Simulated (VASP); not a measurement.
Input of a VASP 6.6.1 run:

The input INCAR:

```
ALGO     = Normal         # electronic algorithm
EDIFF    = 1E-8           # SCF threshold, eV
ENCUT    = 520            # plane-wave cutoff, eV
ISIF     = 2              # what is computed and relaxed
ISMEAR   = -1             # smearing method
LASPH    = True           # aspherical terms in the spheres
LCHARG   = False          # write CHGCAR
LEFG     = True         
LREAL    = False          # projectors in reciprocal space
LWAVE    = False          # write WAVECAR
NBANDS   = 14             # bands
NELM     = 60             # most SCF steps
PREC     = Accurate       # precision mode
SIGMA    = 0.05           # smearing width, eV
```

KPOINTS

```
k-points
0
Gamma
  11 11 6
```

The input POSCAR:

```
Na
1.0
    3.7160893377      0.0000000000      0.0000000000
   -1.8580446689      3.2182277692      0.0000000000
    0.0000000000      0.0000000000      6.0708276422
Na
2
Direct
    0.3333333333      0.6666666667      0.2500000000
    0.6666666667      0.3333333333      0.7500000000
```

Potentials or basis: VASP PAW LDA potentials, release 64 (Na_pv).

Run with:

```sh
$ cat potpaw_LDA.64/Na_pv/POTCAR > POTCAR
$ mpirun -np 1 vasp_std > vasp.out
```

Task: Estimate the pressure.

Result: -0.7 GPa.

Task: Estimate the band gap on the k mesh.

Result: Zero (band 7 reaches 2.03 eV, above the bottom of band 8 at -2.06 eV).

Electric field gradients, principal values (V/Å²):
| atom | least | middle | greatest (by size) |
| --- | --- | --- | --- |
| 1 Na | 0.266 | 0.271 | -0.537 |
| 2 Na | 0.266 | 0.271 | -0.537 |

Caveat: without QUAD_EFG the Cq values of the log hold for a quadrupole moment of 1 mb, not for the nuclei.
